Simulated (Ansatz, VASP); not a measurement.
## Two plane-wave programs on BP

File INCAR:

```
SYSTEM = BP
PREC     = Accurate       ! precision mode
ENCUT    = 500            ! plane-wave cutoff, eV
EDIFF    = 1E-6           ! SCF threshold, eV
ISMEAR   = 0              ! smearing method
SIGMA    = 0.01           ! smearing width, eV
LREAL    = .FALSE.        ! projectors in reciprocal space
LASPH    = .TRUE.         ! aspherical terms in the spheres
NELM     = 120            ! most SCF steps
ALGO     = Normal         ! electronic algorithm
ISIF     = 2              ! what is computed and relaxed
LWAVE    = .FALSE.        ! write WAVECAR
LCHARG   = .TRUE.         ! write CHGCAR
GGA      = PE             ! functional
LELF     = .TRUE.         ! ELF
LVHAR    = .TRUE.       
NBANDS   = 11             ! bands
GGA_COMPAT= .FALSE.
```

File KPOINTS:

```
regular mesh
0
G
  6 6 6
  0 0 0
```

POSCAR

```
BP
1.0
    0.0000000000      2.2690000000      2.2690000000
    2.2690000000      0.0000000000      2.2690000000
    2.2690000000      2.2690000000      0.0000000000
B P
1 1
Direct
    0.0000000000      0.0000000000      0.0000000000
    0.2500000000      0.2500000000      0.2500000000
```

Input for Ansatz:

```yaml
crystal:
  lattice:
    - [0.0, 2.269, 2.269]
    - [2.269, 0.0, 2.269]
    - [2.269, 2.269, 0.0]
  atoms:
    - { symbol: B, position: [0.0, 0.0, 0.0] }
    - { symbol: P, position: [0.25, 0.25, 0.25] }
basis:
  ecutwfc: 550.0
kpoints:
  mp_grid:
    grid: [6, 6, 6]
hamiltonian:
  xc: pbe
  pseudopotentials:
    kind: paw
scf:
  occupations:
    method: fixed
output:
  eigenvalues: true
```

Alike in both runs: task single point; functional PBE; k mesh 6 × 6 × 6; no spin polarisation.

|  | VASP | Ansatz |
| --- | --- | --- |
| version | VASP 6.6.1 | Ansatz 0.2.0 |
| potentials or method | VASP PAW PBE potentials, release 64 (B, P), cutoff 500 eV | plane waves, PAW |
| occupations | gaussian, width 0.01 eV | fixed |
| valence electrons in the cell | 8 | 8 |

|  | VASP | Ansatz | Ansatz less VASP |
| --- | --- | --- | --- |
| gap on the k mesh at the Fermi level (eV) | 1.33 | 1.33 | +0.004 |
